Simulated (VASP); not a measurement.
# Si2Mo (P6_222) in VASP: notebook, part 2 of 2

VASP 6.6.1. The steps go on from the part before.

### 3 Single point, r2SCAN (13.70 Å³/atom)

This run uses another cell than the first one, of 13.70 Å³/atom.

POSCAR

```
Si2Mo
1.0
    4.6323358854      0.0000000000      0.0000000000
   -2.3161679427      4.0117205556      0.0000000000
    0.0000000000      0.0000000000      6.6334483936
Si Mo
6 3
Direct
    0.1639231657      0.8360768343      0.8333333333
    0.3278463314      0.1639231657      0.1666666667
    0.8360768343      0.6721536686      0.5000000000
    0.8360768343      0.1639231657      0.8333333333
    0.6721536686      0.8360768343      0.1666666667
    0.1639231657      0.3278463314      0.5000000000
    0.5000000000      0.0000000000      0.5000000000
    0.0000000000      0.5000000000      0.1666666667
    0.5000000000      0.5000000000      0.8333333333
```

INCAR.step1

```
SYSTEM = Si2Mo
PREC = Accurate
ENCUT = 520
ISMEAR = 0
SIGMA = 0.01
LREAL = .FALSE.
LASPH = .TRUE.
NELM = 60
NBANDS = 43
GGA = PE
ALGO = Normal
EDIFF = 1E-4
LWAVE = .TRUE.
LCHARG = .FALSE.
```

INCAR.step2

```
SYSTEM = Si2Mo
PREC = Accurate
ENCUT = 520
EDIFF = 1E-6
ISMEAR = 0
SIGMA = 0.01
LREAL = .FALSE.
LASPH = .TRUE.
NELM = 60
ALGO = Normal
ISIF = 2
LWAVE = .FALSE.
LCHARG = .FALSE.
METAGGA = R2SCAN
LMIXTAU = .TRUE.
NBANDS = 43
ISTART = 1
```

KPOINTS

```
Automatic mesh
0
G
  12 12 6
  0 0 0
```

Potentials or basis: VASP PAW PBE potentials, release 64 (Si, Mo_sv).

Started as:

```bash
cat potpaw_PBE.64/Si/POTCAR potpaw_PBE.64/Mo_sv/POTCAR > POTCAR
cp INCAR.step1 INCAR
mpirun -np 1 vasp_std > vasp.out
cp INCAR.step2 INCAR
mpirun -np 1 vasp_std > vasp.out
```

OUTCAR:

```text
SYSTEM = Si2Mo
   PREC = Accurate
   ENCUT = 520
   EDIFF = 1E-6
   ISMEAR = 0
   LREAL = .FALSE.
   LASPH = .TRUE.
   NELM = 60
   ISIF = 2
   METAGGA = R2SCAN
   ISTART = 1

 ion  position               nearest neighbor table
   1  0.164  0.836  0.833-   3 2.57   2 2.57   7 2.59   8 2.59   4 2.63   9 2.66   9 2.66   9 2.70
                             4 2.70   4 2.70
   2  0.328  0.164  0.167-   6 2.57   1 2.57   7 2.59   9 2.59   5 2.63   8 2.66   8 2.66   8 2.70
                             5 2.70   5 2.70
   3  0.836  0.672  0.500-   1 2.57   5 2.57   8 2.59   9 2.59   6 2.63   7 2.66   7 2.66   7 2.70
                             6 2.70   6 2.70
   4  0.836  0.164  0.833-   6 2.57   5 2.57   7 2.59   8 2.59   1 2.63   9 2.66   9 2.66   9 2.70
                             1 2.70   1 2.70
   5  0.672  0.836  0.167-   3 2.57   4 2.57   7 2.59   9 2.59   2 2.63   8 2.66   8 2.66   8 2.70
                             2 2.70   2 2.70
   6  0.164  0.328  0.500-   4 2.57   2 2.57   8 2.59   9 2.59   3 2.63   7 2.66   7 2.66   7 2.70
                             3 2.70   3 2.70
   7  0.500  0.000  0.500-   2 2.59   1 2.59   4 2.59   5 2.59   6 2.66   3 2.66   3 2.66   6 2.66
                             6 2.70   3 2.70   8 3.20   9 3.20   9 3.20   8 3.20
[... 1315 lines left out ...]
     43      16.4518      0.00000

 [... further k-points ...]

------------------------ aborting loop because EDIFF is reached ----------------------------------------

  FORCE on cell =-STRESS in cart. coord.  units (eV):
  Direction    XX          YY          ZZ          XY          YZ          ZX
  --------------------------------------------------------------------------------------
  -------------------------------------------------------------------------------------
  Total       -4.4129465     -4.4129465     -4.4897187     -0.0000000     -0.0000000      0.0000000
  in kB      -57.3547220    -57.3547220    -58.3525239     -0.0000000     -0.0000000      0.0000000
  external PRESSURE =     -57.6873226 kB  Pullay stress =       0.0000000 kB

 VOLUME and BASIS-vectors are now :
 -----------------------------------------------------------------------------
  energy-cutoff  :      520.00
  volume of cell :      123.27
      direct lattice vectors                 reciprocal lattice vectors
     4.632335885  0.000000000  0.000000000     0.215873811  0.124634803  0.000000000
    -2.316167943  4.011720556  0.000000000     0.000000000  0.249269605  0.000000000
     0.000000000  0.000000000  6.633448394     0.000000000  0.000000000  0.150751154

 POSITION                                       TOTAL-FORCE (eV/Angst)
 -----------------------------------------------------------------------------------
     -1.17715      3.35411      5.52787        -0.005589      0.003227      0.000000
      1.13902      0.65761      1.10557        -0.005589     -0.003227     -0.000000
      2.31617      2.69649      3.31672         0.000000      0.006453      0.000000
      3.49332      0.65761      5.52787         0.005589     -0.003227     -0.000000
      1.17715      3.35411      1.10557         0.005589      0.003227     -0.000000
     -0.00000      1.31523      3.31672        -0.000000     -0.006453      0.000000
      2.31617      0.00000      3.31672         0.000000      0.000000      0.000000
     -1.15808      2.00586      1.10557         0.000000      0.000000      0.000000
      1.15808      2.00586      5.52787         0.000000     -0.000000      0.000000
 -----------------------------------------------------------------------------------
    total drift:                               -0.000000      0.000000     -0.000001

  FREE ENERGIE OF THE ION-ELECTRON SYSTEM (eV)
  ---------------------------------------------------
  free  energy   TOTEN  =      -134.7117735944 eV

  energy  without entropy=     -134.7117735944  energy(sigma->0) =     -134.71177359
```

OSZICAR.step1:

```text
N       E                     dE             d eps       ncg     rms          rms(c)
DAV:   1     0.535186027462E+03    0.53519E+03   -0.36417E+04  7088   0.147E+03
DAV:   2    -0.463835154629E+02   -0.58157E+03   -0.56130E+03  7484   0.392E+02
DAV:   3    -0.715795093272E+02   -0.25196E+02   -0.24583E+02  8512   0.710E+01
DAV:   4    -0.720622461089E+02   -0.48274E+00   -0.47954E+00  8064   0.913E+00
DAV:   5    -0.720709603084E+02   -0.87142E-02   -0.87008E-02  8255   0.122E+00    0.351E+01
DAV:   6    -0.700163793776E+02    0.20546E+01   -0.17944E+01  7694   0.192E+01    0.775E+00
DAV:   7    -0.696543504070E+02    0.36203E+00   -0.34155E+00  7559   0.803E+00    0.770E+00
DAV:   8    -0.695312976953E+02    0.12305E+00   -0.41184E-01  7615   0.339E+00    0.837E-01
DAV:   9    -0.695305893875E+02    0.70831E-03   -0.24887E-02  8651   0.608E-01    0.442E-01
DAV:  10    -0.695303374341E+02    0.25195E-03   -0.56545E-03  7714   0.419E-01    0.171E-01
DAV:  11    -0.695300797778E+02    0.25766E-03   -0.12919E-03  7675   0.182E-01    0.252E-02
DAV:  12    -0.695300778771E+02    0.19006E-05   -0.46266E-05  4030   0.344E-02
   1 F= -.69530078E+02 E0= -.69530078E+02  d E =-.420819E-08
```

It took 32 min on 1 thread of Intel Xeon 8259CL, shared host; peak memory 0.46 GiB.

What came out:

| Quantity | Value |
| --- | --- |
| Free energy | -134.7118 eV |
| Pressure | -5.8 GPa |
| Largest force | 0.006 eV/Å |
| Band gap on the k mesh | 0.16 eV (least direct gap 0.66 eV) |

Forces on the atoms (eV/Å):
```
Si  -0.006  0.003  0.000
Si  -0.006 -0.003  0.000
Si   0.000  0.006  0.000
Si   0.006 -0.003  0.000
Si   0.006  0.003  0.000
Si   0.000 -0.006  0.000
Mo   0.000  0.000  0.000
Mo   0.000  0.000  0.000
Mo   0.000  0.000  0.000
```

Stress tensor (GPa, compression positive):
```
-5.74  0.00  0.00
 0.00 -5.74  0.00
 0.00  0.00 -5.84
```

Caveat: the cell stands under tension; the PAW data sets were made with another functional, which shifts forces and pressure a little. A k mesh can miss the band edges.
